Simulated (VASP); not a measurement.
Write the native input for VASP 6.6.1 that does the following.

```yaml
Task: single point
Functional: PBEsol
Potentials_or_basis: VASP PAW PBE potentials, release 64 (C)
Cutoff: 520 eV
k_mesh: 16 × 16 × 10
Occupations: fermi-dirac, width 0.05 eV
Spin: no spin polarisation
Dipole_correction: no
Further_INCAR_settings: ALGO = Normal; EDIFF = 1e-07; NBANDS = 11
```

The structure of C lies in POSCAR:

```
C
1.0
    2.2336860000     -1.2896961000      0.0000000000
    2.2336860000      1.2896961000      0.0000000000
   -1.4480235000      0.0000000000      3.5028300000
C
2
Direct
    0.8333560000      0.8333560000      0.0000930000
    0.1666440000      0.1666440000      0.9999070000
```

The input as run:

INCAR

```
  PREC = Accurate
  ENCUT = 520
  EDIFF = 1E-7
  ISMEAR = -1
  SIGMA = 0.05
  LREAL = F
  LASPH = T
  NELM = 80
  ALGO = Normal
  ISIF = 2
  LWAVE = F
  LCHARG = F
  GGA = PS
  NBANDS = 11
```

KPOINTS

```
Automatic mesh
0
Gamma
  16 16 10
```

Potentials or basis: VASP PAW PBE potentials, release 64 (C).

The run is started by

```sh
$ cat potpaw_PBE.64/C/POTCAR > POTCAR
$ mpirun -np 1 vasp_std > vasp.out
```

It gave:

```yaml
Pressure: -30.6 GPa
Band_gap_on_the_k_mesh: 0.42 eV, indirect (least direct gap 0.44 eV)
```

Caveat: the PAW data sets were made with another functional, which shifts forces and pressure a little; this functional lacks dispersion, which binds the layers, so the pressure and a relaxed spacing across them are unreliable.

Run time: 50 s on 1 thread of Intel(R) Xeon(R) 6975P-C (Granite Rapids) (shared host), peak memory 0.22 GiB.
